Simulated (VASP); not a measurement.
# Zn (Cmcm) in VASP: single point with PBE

Aim: the single point of Zn with PBE.

Program: VASP 6.6.1. These are calculated values, not measurements. Logs are shortened: lines on timing, memory, paths and dates and some standing lists are left out, and cuts for length are marked.

### 1 The cell of the first run

Symmetry: Cmcm, No. 63, orthorhombic system. Conventional cell: a = 2.655 Å, b = 5.332 Å, c = 8.659 Å, α = 90.00°, β = 90.00°, γ = 90.00°. Within 3.5 Å of Zn (site symmetry 2/m) lie 12 Zn at 2.64 to 2.98 Å. Within 3.5 Å of Zn (site symmetry m2m) lie 12 Zn at 2.64 to 2.98 Å.

### 2 Single point, PBE

Contents of INCAR:

```
SYSTEM = Zn
  PREC = Accurate
  ENCUT = 520
  EDIFF = 1E-6
  ISMEAR = -1
  SIGMA = 0.0242
  LREAL = .FALSE.
  LASPH = .TRUE.
  NELM = 60
  ALGO = Normal
  ISIF = 2
  LWAVE = .FALSE.
  LCHARG = .FALSE.
  GGA = PE
  ISYM = 0
  NBANDS = 32
```

Contents of KPOINTS:

```
Automatic mesh
0
Gamma
  7 7 2
  0.5 0.5 0.5
```

Contents of POSCAR:

```
Zn
1.0
    1.3274643734      2.6658650841      0.0000000000
   -1.3274643734      2.6658650841      0.0000000000
    0.0000000000      0.0000000000      8.6589354819
Zn
4
Direct
    0.0000000000      0.0000000000      0.0000000000
    0.0000000000      0.0000000000      0.5000000000
    0.3676882668      0.3676882668      0.7500000000
    0.6323117332      0.6323117332      0.2500000000
```

Potentials or basis: VASP PAW PBE potentials, release 64 (Zn).

The run is started by

```bash
cat potpaw_PBE.64/Zn/POTCAR > POTCAR
mpirun -np 1 vasp_std > vasp.out
```

OUTCAR:

```text
SYSTEM = Zn
   PREC = Accurate
   ENCUT = 520
   EDIFF = 1E-6
   ISMEAR = -1
   LREAL = .FALSE.
   LASPH = .TRUE.
   NELM = 60
   ISIF = 2
   GGA = PE
   ISYM = 0

 ion  position               nearest neighbor table
   1  0.000  0.000  0.000-   4 2.64   4 2.64   3 2.64   3 2.64   3 2.92   4 2.92
   2  0.000  0.000  0.500-   4 2.64   4 2.64   3 2.64   3 2.64   3 2.92   4 2.92
   3  0.368  0.368  0.750-   1 2.64   2 2.64   1 2.64   2 2.64   1 2.92   2 2.92
   4  0.632  0.632  0.250-   1 2.64   2 2.64   1 2.64   2 2.64   1 2.92   2 2.92

IMPORTANT INFORMATION: All symmetrisations will be switched off!
NOSYMM: (Re-)initialisation of all symmetry stuff for point group C_1.

----------------------------------------------------------------------------------------

                                     Primitive cell

  volume of cell :      61.2852

  direct lattice vectors                    reciprocal lattice vectors
     1.327464373  2.665865084  0.000000000     0.376657943  0.187556378  0.000000000
    -1.327464373  2.665865084  0.000000000    -0.376657943  0.187556378  0.000000000
     0.000000000  0.000000000  8.658935482     0.000000000  0.000000000  0.115487637

  length of vectors
     2.978086350  2.978086350  8.658935482     0.420771435  0.420771435  0.115487637

  position of ions in fractional coordinates (direct lattice)
     0.000000000  0.000000000  0.000000000
     0.000000000  0.000000000  0.500000000
     0.367688267  0.367688267  0.750000000
     0.632311733  0.632311733  0.250000000

  ion indices of the primitive-cell ions
   primitive index   ion index
                 1           1
                 2           2
                 3           3
                 4           4

----------------------------------------------------------------------------------------

 KPOINTS: Automatic mesh

Automatic generation of k-mesh.
 Grid dimensions read from file:
 generate k-points for:    7    7    2

 Generating k-lattice:

  Cartesian coordinates                     Fractional coordinates (reciprocal lattice)
     0.053808278  0.026793768  0.000000000     0.142857143  0.000000000  0.000000000
    -0.053808278  0.026793768  0.000000000     0.000000000  0.142857143  0.000000000
     0.000000000  0.000000000  0.057743819     0.000000000  0.000000000  0.500000000

  Length of vectors
     0.060110205  0.060110205  0.057743819

  Shift w.r.t. Gamma in fractional coordinates (k-lattice)
     0.500000000  0.500000000  0.500000000
[... 50 lines left out ...]
   NELM   =     60;   NELMIN=  2; NELMDL= -5     # of ELM steps
   EDIFF  = 0.1E-05   stopping-criterion for ELM
   LREAL  =      F    real-space projection
   EDIFFG = 0.1E-04   stopping-criterion for IOM
   NSW    =      0    number of steps for IOM
   IBRION =     -1    ionic relax: 0-MD 1-quasi-New 2-CG
   NFREE  =      0    steps in history (QN), initial steepest desc. (CG)
   ISIF   =      2    stress and relaxation
   ISYM   =      0    0-nonsym 1-usesym 2-fastsym
   POTIM  = 0.5000    time-step for ionic-motion
   TEBEG  =    0.0;   TEEND  =   0.0 temperature during run
   PSTRESS=    0.0 pullay stress
   NELECT =      48.0000    total number of electrons
   NUPDOWN=      -1.0000    fix difference up-down
   EMIN   =  10.00;   EMAX   =-10.00  energy-range for DOS
   EFERMI =   0.00;   METHOD = LEGACY
   ISMEAR =    -1;   SIGMA  =   0.02  broadening in eV -4-tet -1-fermi 0-gaus
   EFERMI_NEDOS =   21; number of points for ismear=-14 and -15
   IALGO  =     38    algorithm
   IMIX   =      4    mixing-type and parameters
     AMIX     =   0.40;   BMIX     =  1.00
     AMIX_MAG =   1.60;   BMIX_MAG =  1.00
  volume/ion in A,a.u.               =      15.32       103.39
  Fermi-wavevector in a.u.,A,eV,Ry     =   1.509049  2.851689 30.983588  2.277229
  Thomas-Fermi vector in A             =   2.619423
   LORBIT       =      0    0 simple, 1 ext, 2 COOP (PROOUT), +10 PAW based schemes
   GGA     = PE    functional components
   LHFCALC =     F    Hartree Fock is set to
   AEXX    =    0.0000 exact exchange contribution
   IVDW    =     0    specifies the selected vdW correction
   LEPSILON=     F    determine dielectric tensor
   LRPA    =     F    only Hartree local field effects (RPA)
 non-spin polarized calculation
  energy-cutoff  :      520.00
  volume of cell :       61.29
 maximum number of plane-waves:      1667
 NGX is ok and might be reduce to    24
   NGX = 11   NGY = 11   NGZ = 33

 number of electron      48.0000034 magnetization

 Free energy of the ion-electron system (eV)
  ---------------------------------------------------
  ext. energy  EPLUGINS =         0.00000000
  ---------------------------------------------------
  free energy    TOTEN  =        -4.53940967 eV

  energy without entropy =       -4.53665211  energy(sigma->0) =       -4.53803089

 E-fermi :   3.1925     XC(G=0): -11.5051

 val. band max:        2.6452704148   @ k =   0.3571   0.3571   0.2500
 cond. band min:       3.1925835004   @ k =  -0.0714   0.3571  -0.2500
 fundamental gap:      0.5473130856
 Fermi energy:         3.1925243019

 k-point     1 :       0.0714    0.0714    0.2500
  band No.  band energies     occupation
      1      -7.0618      2.00000
      2      -6.0848      2.00000
      3      -5.3307      2.00000
      4      -5.2832      2.00000
      5      -4.8670      2.00000
      6      -4.8467      2.00000
[... 829 lines left out ...]
     31      15.4338      0.00000
     32      15.7435      0.00000

 [... further k-points ...]

------------------------ aborting loop because EDIFF is reached ----------------------------------------

  FORCE on cell =-STRESS in cart. coord.  units (eV):
  Direction    XX          YY          ZZ          XY          YZ          ZX
  --------------------------------------------------------------------------------------
  -------------------------------------------------------------------------------------
  Total        0.1528207      0.0857816      0.1431631     -0.0000006     -0.0000045      0.0000041
  in kB        3.9951872      2.2425863      3.7427088     -0.0000156     -0.0001182      0.0001083
  external PRESSURE =       3.3268275 kB  Pullay stress =       0.0000000 kB

 VOLUME and BASIS-vectors are now :
 -----------------------------------------------------------------------------
  energy-cutoff  :      520.00
  volume of cell :       61.29
      direct lattice vectors                 reciprocal lattice vectors
     1.327464373  2.665865084  0.000000000     0.376657943  0.187556378  0.000000000
    -1.327464373  2.665865084  0.000000000    -0.376657943  0.187556378  0.000000000
     0.000000000  0.000000000  8.658935482     0.000000000  0.000000000  0.115487637

 POSITION                                       TOTAL-FORCE (eV/Angst)
 -----------------------------------------------------------------------------------
      0.00000      0.00000      0.00000        -0.000000     -0.000000      0.000001
      0.00000      0.00000      4.32947         0.000001     -0.000001     -0.000001
      0.00000      1.96041      6.49420         0.000000     -0.007011     -0.000001
      0.00000      3.37132      2.16473        -0.000001      0.007012      0.000001
 -----------------------------------------------------------------------------------
    total drift:                               -0.000001     -0.000002      0.000003

  FREE ENERGIE OF THE ION-ELECTRON SYSTEM (eV)
  ---------------------------------------------------
  free  energy   TOTEN  =        -4.5394096654 eV

  energy  without entropy=       -4.5366521102  energy(sigma->0) =       -4.53803089
```

stdout:

```text
POSCAR found type information on POSCAR Zn
 POSCAR found :  1 types and       4 ions
 scaLAPACK will be used
 LDA part: xc-table for (Slater+PW92), standard interpolation
 POSCAR, INCAR and KPOINTS ok, starting setup
 FFT: planning ... GRIDC
 FFT: planning ... GRID_SOFT
 FFT: planning ... GRID
 WAVECAR not read
 entering main loop
```

It took 62 s on 1 thread of Intel Xeon Platinum 8488C (Sapphire Rapids), shared host; peak memory 0.21 GiB.

Results:

```
Free energy            : -4.5394 eV
Pressure               : 0.3 GPa
Largest force          : 0.007 eV/Å
Band gap on the k mesh : zero (band 24 reaches 4.03 eV, above the bottom of band 25 at 1.61 eV)
```

Forces on the atoms (eV/Å):
```
Zn   0.000  0.000  0.000
Zn   0.000  0.000  0.000
Zn   0.000 -0.007  0.000
Zn   0.000  0.007  0.000
```

Levels at points of the mesh, in eV from the Fermi level:
| k point | band 22 | band 23 | band 24 | band 25 | band 26 | band 27 |
| --- | --- | --- | --- | --- | --- | --- |
| (0.07, 0.07, 0.25) | -7.07 | -6.55 | -3.60 | 1.03 | 6.04 | 8.93 |

Caveat: the k points lie up to 0.38 Å⁻¹ apart.
